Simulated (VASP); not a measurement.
# Si8O in VASP: single point with PBE

Aim: the single point of Si8O with PBE.

Everything below comes from runs of VASP 6.6.1. Logs are shortened: lines on timing, memory, paths and dates and some standing lists are left out, and cuts for length are marked.

## (1) The cell of the first run

The cell holds a slab with vacuum, 9 atoms: a = 3.851 Å, b = 3.851 Å, c = 25.746 Å, α = 90.00°, β = 90.00°, γ = 120.00°.

## (2) Single point, PBE, collinear spin, ferromagnetic start

Input file INCAR:

```
SYSTEM = Si8O
ALGO = Normal ; DIPOL = 0.5 0.5 0.382
EDIFF = 1E-6 ; ENCUT = 520
GGA = PE ; IDIPOL = 3
ISIF = 2 ; ISMEAR = 0
ISPIN = 2 ; KPAR = 4
LASPH = .True. ; LCHARG = .False.
LDIPOL = .True. ; LORBIT = 11
LREAL = .False. ; LWAVE = .False.
MAGMOM = 0 0 0 0 0 0 0 0 2 ; NBANDS = 33
NELM = 150 ; PREC = Accurate
SIGMA = 0.05
```

Input file KPOINTS:

```
k-points
0
Gamma
  9 9 1
  0 0 0
```

Input file POSCAR:

```
Si8O
1.0
    3.8510821792      0.0000000000      0.0000000000
   -1.9255410896      3.3351349992      0.0000000000
    0.0000000000      0.0000000000     25.7458745107
Si O
8 1
Direct
    0.6666666667      0.3333333333      0.1553646973
    0.3333333333      0.6666666667      0.1864797868
    0.3333333333      0.6666666667      0.2789705438
    0.6666666667      0.3333333333      0.3100856332
    0.6666666667      0.3333333333      0.4023777075
    0.3333333333      0.6666666667      0.4328816163
    0.3333333333      0.6666666667      0.5270845181
    0.6666666667      0.3333333333      0.5533264953
    0.6666666667      0.6666666667      0.5922743876
```

Potentials or basis: VASP PAW PBE potentials, release 64 (Si, O).

On the command line:

```
$ cat potpaw_PBE.64/Si/POTCAR potpaw_PBE.64/O/POTCAR > POTCAR
$ mpirun -np 4 vasp_std > vasp.out
```

OUTCAR:

```text
SYSTEM = Si8O
   EDIFF = 1E-6
   ENCUT = 520
   GGA = PE
   ISIF = 2
   ISMEAR = 0
   ISPIN = 2
   LASPH = .True.
   LORBIT = 11
   LREAL = .False.
   NELM = 150
   PREC = Accurate

 ion  position               nearest neighbor table
   1  0.667  0.333  0.155-   2 2.36   2 2.36   2 2.36
   2  0.333  0.667  0.186-   1 2.36   1 2.36   1 2.36   3 2.38
   3  0.333  0.667  0.279-   4 2.36   4 2.36   4 2.36   2 2.38
   4  0.667  0.333  0.310-   3 2.36   3 2.36   3 2.36   5 2.38
   5  0.667  0.333  0.402-   6 2.36   6 2.36   6 2.36   4 2.38
   6  0.333  0.667  0.433-   5 2.36   5 2.36   5 2.36   7 2.43
   7  0.333  0.667  0.527-   9 2.11   8 2.32   8 2.32   8 2.32   6 2.43
   8  0.667  0.333  0.553-   9 1.63   7 2.32   7 2.32   7 2.32
   9  0.667  0.667  0.592-   8 1.63   7 2.11

  LATTYP: Found a hexagonal cell.
 ALAT       =     3.8510821792
 C/A-ratio  =     6.6853609746

  Lattice vectors:

 A1 = (   3.8510821792,   0.0000000000,   0.0000000000)
 A2 = (  -1.9255410896,   3.3351349992,   0.0000000000)
 A3 = (   0.0000000000,   0.0000000000,  25.7458745107)

Analysis of symmetry for initial positions (statically):
=====================================================================
 Subroutine PRICEL returns:
 Original cell was already a primitive cell.

 Routine SETGRP: Setting up the symmetry group for a
 hexagonal supercell.

 Subroutine GETGRP returns: Found  1 space group operations
 (whereof  1 operations were pure point group operations)
 out of a pool of 24 trial point group operations.

The static configuration has the point symmetry C_1 .

Analysis of symmetry for dynamics (positions and initial velocities):
=====================================================================
 Subroutine PRICEL returns:
 Original cell was already a primitive cell.

 Routine SETGRP: Setting up the symmetry group for a
 hexagonal supercell.

 Subroutine GETGRP returns: Found  1 space group operations
 (whereof  1 operations were pure point group operations)
 out of a pool of 24 trial point group operations.

The dynamic configuration has the point symmetry C_1 .

Analysis of structural, dynamic, and magnetic symmetry:
=====================================================================
 Subroutine PRICEL returns:
 Original cell was already a primitive cell.

 Routine SETGRP: Setting up the symmetry group for a
 hexagonal supercell.

 Subroutine GETGRP returns: Found  1 space group operations
 (whereof  1 operations were pure point group operations)
 out of a pool of 24 trial point group operations.

The overall configuration has the point symmetry C_1 .

 Subroutine INISYM returns: Found  1 space group operations
 (whereof  1 operations are pure point group operations),
 and found     1 'primitive' translations

----------------------------------------------------------------------------------------

                                     Primitive cell

  volume of cell :     330.6769

  direct lattice vectors                    reciprocal lattice vectors
     3.851082179  0.000000000  0.000000000     0.259667271  0.149918969  0.000000000
    -1.925541090  3.335134999  0.000000000     0.000000000  0.299837938  0.000000000
     0.000000000  0.000000000 25.745874511     0.000000000  0.000000000  0.038841174

  length of vectors
     3.851082179  3.851082179 25.745874511     0.299837938  0.299837938  0.038841174

  position of ions in fractional coordinates (direct lattice)
     0.666666667  0.333333333  0.155364697
     0.333333333  0.666666667  0.186479787
     0.333333333  0.666666667  0.278970544
     0.666666667  0.333333333  0.310085633
     0.666666667  0.333333333  0.402377708
     0.333333333  0.666666667  0.432881616
     0.333333333  0.666666667  0.527084518
     0.666666667  0.333333333  0.553326495
     0.666666667  0.666666667  0.592274388

  ion indices of the primitive-cell ions
   primitive index   ion index
                 1           1
                 2           2
                 3           3
                 4           4
                 5           5
                 6           6
                 7           7
[... 70 lines left out ...]
   LSORBIT =      F    spin-orbit coupling
   LASPH  =      T    aspherical Exc in radial PAW
   ENCUT  =  520.0 eV  38.22 Ry    6.18 a.u.   7.16  7.16 47.87*2*pi/ulx,y,z
   NELM   =    150;   NELMIN=  2; NELMDL= -5     # of ELM steps
   EDIFF  = 0.1E-05   stopping-criterion for ELM
   LREAL  =      F    real-space projection
   EDIFFG = 0.1E-04   stopping-criterion for IOM
   NSW    =      0    number of steps for IOM
   IBRION =     -1    ionic relax: 0-MD 1-quasi-New 2-CG
   NFREE  =      0    steps in history (QN), initial steepest desc. (CG)
   ISIF   =      2    stress and relaxation
   ISYM   =      2    0-nonsym 1-usesym 2-fastsym
   POTIM  = 0.5000    time-step for ionic-motion
   TEBEG  =    0.0;   TEEND  =   0.0 temperature during run
   PSTRESS=    0.0 pullay stress
   NELECT =      38.0000    total number of electrons
   NUPDOWN=      -1.0000    fix difference up-down
   EMIN   =  10.00;   EMAX   =-10.00  energy-range for DOS
   EFERMI =   0.00;   METHOD = LEGACY
   ISMEAR =     0;   SIGMA  =   0.05  broadening in eV -4-tet -1-fermi 0-gaus
   EFERMI_NEDOS =   21; number of points for ismear=-14 and -15
   IALGO  =     38    algorithm
   IMIX   =      4    mixing-type and parameters
     AMIX     =   0.40;   BMIX     =  1.00
     AMIX_MAG =   1.60;   BMIX_MAG =  1.00
  volume/ion in A,a.u.               =      36.74       247.95
  Fermi-wavevector in a.u.,A,eV,Ry     =   0.795918  1.504066  8.619083  0.633485
  Thomas-Fermi vector in A             =   1.902339
   LORBIT       =     11    0 simple, 1 ext, 2 COOP (PROOUT), +10 PAW based schemes
   GGA     = PE    functional components
   LHFCALC =     F    Hartree Fock is set to
   AEXX    =    0.0000 exact exchange contribution
   IVDW    =     0    specifies the selected vdW correction
   LEPSILON=     F    determine dielectric tensor
   LRPA    =     F    only Hartree local field effects (RPA)
 spin polarized calculation
 Gauss-broadening in eV      SIGMA  =   0.05
  energy-cutoff  :      520.00
  volume of cell :      330.68
 maximum number of plane-waves:      8938
 NGX is ok and might be reduce to    30
   NGX = 15   NGY = 15   NGZ = 95

 dipolmoment           0.000000      0.000000     -0.015176 electrons x Angstroem

 number of electron      38.0000006 magnetization       0.2167258

 number of electron      38.0000007 magnetization      -0.8428057

 dipolmoment           0.000000      0.000000      0.102831 electrons x Angstroem

 Free energy of the ion-electron system (eV)
  ---------------------------------------------------
  ext. energy  EPLUGINS =         0.00000000
  ---------------------------------------------------
  free energy    TOTEN  =       -47.71800541 eV

  energy without entropy =      -47.71420171  energy(sigma->0) =      -47.71610356

 E-fermi :   0.1942     XC(G=0):  -5.3234

 val. band max:        0.1912704719   @ k =  -0.3333   0.3333   0.0000
 cond. band min:       0.1979300109   @ k =   0.2222   0.2222   0.0000
 fundamental gap:      0.0066595390
 Fermi energy:         0.1942119183

 spin component 1

 k-point     1 :       0.0000    0.0000    0.0000
  band No.  band energies     occupation
      1     -19.0926      1.00000
      2     -11.5210      1.00000
      3     -10.8918      1.00000
      4     -10.0508      1.00000
      5      -9.4540      1.00000
      6      -5.8831      1.00000
[... 805 lines left out ...]
     30       5.6280      0.00000
     31       6.1394      0.00000

 [... further k-points ...]

 spin component 2

 k-point     1 :       0.0000    0.0000    0.0000
  band No.  band energies     occupation
      1     -19.0588      1.00000
      2     -11.5723      1.00000
      3     -10.9864      1.00000
      4     -10.1601      1.00000
      5      -9.4868      1.00000
      6      -6.0123      1.00000
[... 805 lines left out ...]
     30       5.4338      0.00000
     31       5.9225      0.00000

 [... further k-points ...]

 [bands above 31 left out]

------------------------ aborting loop because EDIFF is reached ----------------------------------------

 vacuum level on the upper side and lower side of the slab       (xc-potential included)         0.757        -0.774

  FORCE on cell =-STRESS in cart. coord.  units (eV):
  Direction    XX          YY          ZZ          XY          YZ          ZX
  --------------------------------------------------------------------------------------
  -------------------------------------------------------------------------------------
  Total        1.7753920      1.2343604      0.1259679     -0.7314426     -0.9131503     -0.9866450
  in kB        8.6020306      5.9806542      0.6103329     -3.5439452     -4.4243449     -4.7804376
  external PRESSURE =       5.0643392 kB  Pullay stress =       0.0000000 kB

 VOLUME and BASIS-vectors are now :
 -----------------------------------------------------------------------------
  energy-cutoff  :      520.00
  volume of cell :      330.68
      direct lattice vectors                 reciprocal lattice vectors
     3.851082179  0.000000000  0.000000000     0.259667271  0.149918969  0.000000000
    -1.925541090  3.335134999  0.000000000     0.000000000  0.299837938  0.000000000
     0.000000000  0.000000000 25.745874511     0.000000000  0.000000000  0.038841174

 POSITION                                       TOTAL-FORCE (eV/Angst)
 -----------------------------------------------------------------------------------
      1.92554      1.11171      4.00000        -0.007421      0.009277      0.436262
     -0.00000      2.22342      4.80109         0.010449     -0.011590     -0.552672
     -0.00000      2.22342      7.18234         0.008932     -0.007748      0.138920
      1.92554      1.11171      7.98343         0.018247      0.015555     -0.105905
      1.92554      1.11171     10.35957        -0.062815     -0.009750     -0.050298
     -0.00000      2.22342     11.14492         0.105729      0.160555      0.131731
     -0.00000      2.22342     13.57025        -0.229748      0.028548      0.195145
      1.92554      1.11171     14.24587         1.013414      0.218564     -0.276870
      1.28369      2.22342     15.24862        -0.856786     -0.403411      0.083687
 -----------------------------------------------------------------------------------
    total drift:                               -0.000042      0.000104      0.000372

  FREE ENERGIE OF THE ION-ELECTRON SYSTEM (eV)
  ---------------------------------------------------
  free  energy   TOTEN  =       -47.7180054108 eV

  energy  without entropy=      -47.7142017148  energy(sigma->0) =      -47.71610356

 vacuum level on the upper side and lower side of the slab         6.472         4.964

 total charge

# of ion       s       p       d       tot
------------------------------------------
    1        0.793   0.847   0.000   1.640
    2        0.755   0.913   0.000   1.667
    3        0.759   0.913   0.000   1.673
    4        0.755   0.921   0.000   1.677
    5        0.756   0.921   0.000   1.677
    6        0.764   0.907   0.000   1.671
    7        0.769   0.883   0.000   1.653
    8        0.765   0.901   0.000   1.666
    9        1.595   3.398   0.000   4.993
--------------------------------------------------
tot          7.712  10.605   0.000  18.317

 magnetization (x)

# of ion       s       p       d       tot
------------------------------------------
    1       -0.036  -0.179   0.000  -0.215
    2       -0.003  -0.016   0.000  -0.019
    3       -0.009  -0.039   0.000  -0.048
    4       -0.002  -0.012   0.000  -0.014
    5       -0.001  -0.007   0.000  -0.008
    6        0.000  -0.002   0.000  -0.002
    7        0.002   0.001   0.000   0.003
    8       -0.001   0.001   0.000   0.000
    9        0.001   0.020   0.000   0.020
--------------------------------------------------
tot         -0.050  -0.234   0.000  -0.283
```

It took 9.4 min on 4 MPI ranks of Oxide Virtual Turin-like, shared host; peak memory 0.95 GiB.

Results:

| Property | Result |
| --- | --- |
| Free energy | -47.7180 eV |
| Largest force | 1.073 eV/Å |
| Net moment | -0.84 μB per cell |
| Site moments | Si -0.21, -0.02, -0.05, -0.01, -0.00, +0.00 (each value once); O +0.02 μB |
| Valence electrons inside the program's atomic spheres | Si 1.64, 1.67, 1.68, 1.65 (each value once); O 4.99 |

Forces in eV/Å, atoms in the order of the input:
```
Si  -0.007  0.009  0.436
Si   0.010 -0.012 -0.553
Si   0.009 -0.008  0.139
Si   0.018  0.016 -0.106
Si  -0.063 -0.010 -0.050
Si   0.106  0.161  0.132
Si  -0.230  0.029  0.195
Si   1.013  0.219 -0.277
O   -0.857 -0.403  0.084
```

Levels at points of the mesh, in eV from the Fermi level:
Spin up:
```
           k point  band 15  band 16  band 17  band 18  band 19  band 20  band 21  band 22  band 23  band 24
(0.00, 0.00, 0.00)    -0.63    -0.35    -0.01     0.07     0.27     0.87     1.39     1.95     2.01     2.46
```
Spin down:
```csv
k point,band 16,band 17,band 18,band 19,band 20,band 21,band 22,band 23
"(0.00, 0.00, 0.00)",-0.43,-0.27,-0.10,0.00,0.76,1.32,1.88,1.94
```

Caveat: a moment this small can come from the mesh or the smearing.
